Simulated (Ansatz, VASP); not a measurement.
Two plane-wave programs on BAs

```xyz
2
Lattice="0.0000 2.3919 2.3919 2.3919 0.0000 2.3919 2.3919 2.3919 0.0000" Properties=species:S:1:pos:R:3 pbc="T T T"
B     0.0000    0.0000    0.0000
As    3.5879    3.5879    3.5879
```

Alike in both runs: task single point; functional r2SCAN; k mesh 10 × 10 × 10; occupations gaussian, width 0.05 eV; no spin polarisation.

|  | VASP | Ansatz |
| --- | --- | --- |
| version | VASP 6.6.1 | Ansatz 0.2.0 |
| potentials or method | VASP PAW PBE potentials, release 64 (B, As), cutoff 520 eV | scalar-relativistic, plane waves, PAW |
| valence electrons in the cell | 8 | 18 |

Ansatz gave:

| Quantity | Value |
| --- | --- |
| gap on the k mesh at the Fermi level (eV) | 1.37 |
| least direct gap on the mesh (eV) | 3.44 |
| pressure (GPa) | 0.0 |

**Question.** Which values does VASP return?

**Answer.** gap on the k mesh at the Fermi level (eV): 1.37; least direct gap on the mesh (eV): 3.44; pressure (GPa): 0.2.

VASP's potentials were made for PBE, not for r2SCAN. VASP's potentials hold 8 valence electrons a cell and Ansatz's 18, so a difference there can come from the potentials and not from the codes.
